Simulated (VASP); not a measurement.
Here is a VASP 6.6.1 calculation.

Contents of INCAR:

```
SYSTEM = SrO
  PREC = Accurate
  ENCUT = 520
  EDIFF = 1E-6
  ISMEAR = 0
  SIGMA = 0.05
  LREAL = .False.
  LASPH = .True.
  NELM = 100
  ALGO = Normal
  ISIF = 2
  LWAVE = .False.
  LCHARG = .True.
  GGA = PE
  LELF = .True.
  LVHAR = .True.
  NBANDS = 15
```

The input KPOINTS:

```
regular mesh
0
Gamma
  8 8 8
  0 0 0
```

Contents of POSCAR:

```
SrO
1.0
    0.0000000000      2.5698000000      2.6340450000
    2.5698000000      0.0000000000      2.6340450000
    2.5698000000      2.5698000000      0.0000000000
Sr O
1 1
Direct
    0.0000000000      0.0000000000      0.0000000000
    0.5000000000      0.5000000000      0.5000000000
```

Potentials or basis: VASP PAW PBE potentials, release 64 (Sr_sv, O).

The run is started by

```sh
$ cat potpaw_PBE.64/Sr_sv/POTCAR potpaw_PBE.64/O/POTCAR > POTCAR
$ mpirun -np 1 vasp_std > vasp.out
```

(1) Estimate the pressure.

(2) Predict the band gap on the k mesh.

Results:

(1) 1.3 GPa.

(2) 3.22 eV, indirect (least direct gap 3.32 eV).

Caveat: the cell differs from its parent crystal (strain +0.000 along x and y, +0.025 along z).
